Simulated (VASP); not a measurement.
Wanted: the native input for a VASP 6.6.1 run.

- Task: single point
- Functional: PBE
- Potentials or basis: VASP PAW PBE potentials, release 64 (Sc_sv, Ga_d, P)
- Cutoff: 520 eV
- k mesh: 6 × 6 × 2
- Occupations: gaussian, width 0.1 eV
- Spin: no spin polarisation
- Dipole correction: no
- Further INCAR settings: ALGO = Normal; EDIFF = 1e-06; NBANDS = 34

The structure of Sc2GaP3 lies in POSCAR:

```
Sc2GaP3
1.0
    3.2793134000      0.0000000000      0.0000000000
    0.0000000000      3.2793134000      0.0000000000
    0.0000000000      0.0000000000     10.0512024400
Sc Ga P
2 1 3
Direct
    0.0000000000      0.0000000000      0.3392778000
    0.0000000000      0.0000000000      0.6607222000
    0.0000000000      0.0000000000      0.0000000000
    0.5000000000      0.5000000000      0.1817286000
    0.5000000000      0.5000000000      0.5000000000
    0.5000000000      0.5000000000      0.8182714000
```

The input as run:

INCAR

```
PREC = Accurate
ENCUT = 520
EDIFF = 1E-6
ISMEAR = 0
SIGMA = 0.1
LREAL = F
LASPH = T
NELM = 100
ALGO = Normal
ISIF = 2
LWAVE = F
LCHARG = F
GGA = PE
NBANDS = 34
```

KPOINTS

```
Automatic mesh
0
Gamma
  6 6 2
```

Potentials or basis: VASP PAW PBE potentials, release 64 (Sc_sv, Ga_d, P).

Launch:

```bash
$ cat potpaw_PBE.64/Sc_sv/POTCAR potpaw_PBE.64/Ga_d/POTCAR potpaw_PBE.64/P/POTCAR > POTCAR
$ mpirun -np 1 vasp_std > vasp.out
```

It gave:

```json
{
  "Pressure": "-1.2 GPa",
  "Largest force": "0.463 eV/Å",
  "Band gap on the k mesh": "zero (band 25 reaches 6.71 eV, above the bottom of band 26 at 5.71 eV)"
}
```

Run time: 57 s on 1 thread of Intel(R) Xeon(R) Platinum 8488C (Sapphire Rapids) (shared host), peak memory 0.24 GiB.
